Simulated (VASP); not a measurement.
## AgI: single point with PBE

The system is AgI.

```xyz
2
Lattice="0.0000 3.3155 3.3155 3.3155 0.0000 3.3155 3.3155 3.3155 0.0000" Properties=species:S:1:pos:R:3 pbc="T T T"
Ag    0.0000    0.0000    0.0000
I     1.6578    1.6578    1.6578
```

- Program: VASP 6.6.1
- Task: single point
- Functional: PBE
- Potentials or basis: VASP PAW PBE potentials, release 64 (Ag, I)
- Cutoff: 500 eV
- k mesh: 8 × 8 × 8
- Occupations: gaussian, width 0.02 eV
- Spin: no spin polarisation
- Dipole correction: no
- Further INCAR settings: ALGO = Normal; EDIFF = 1e-06; NBANDS = 16

The pressure is -0.1 GPa and the band gap on the k mesh is 1.35 eV.

Levels at points of the mesh, in eV from the valence-band top:
```
           k point  band 7  band 8  band 9  band 10  band 11  band 12
(0.00, 0.00, 0.00)    0.00    0.00    0.00     1.35     5.86     5.86
(0.50, 0.00, 0.00)   -2.69   -0.64   -0.64     2.79     6.31     6.31
(0.50, 0.50, 0.00)   -2.38   -1.59   -1.59     3.79     3.86     8.31
```

Wall time 12 s on 1 thread of Intel(R) Xeon(R) 6975P-C (Granite Rapids) (shared host), peak memory 0.21 GiB.

Caveat: spin-orbit coupling is left out, which moves the levels of the heavy elements. PBE gaps usually lie below the measured ones, often by a third to a half.
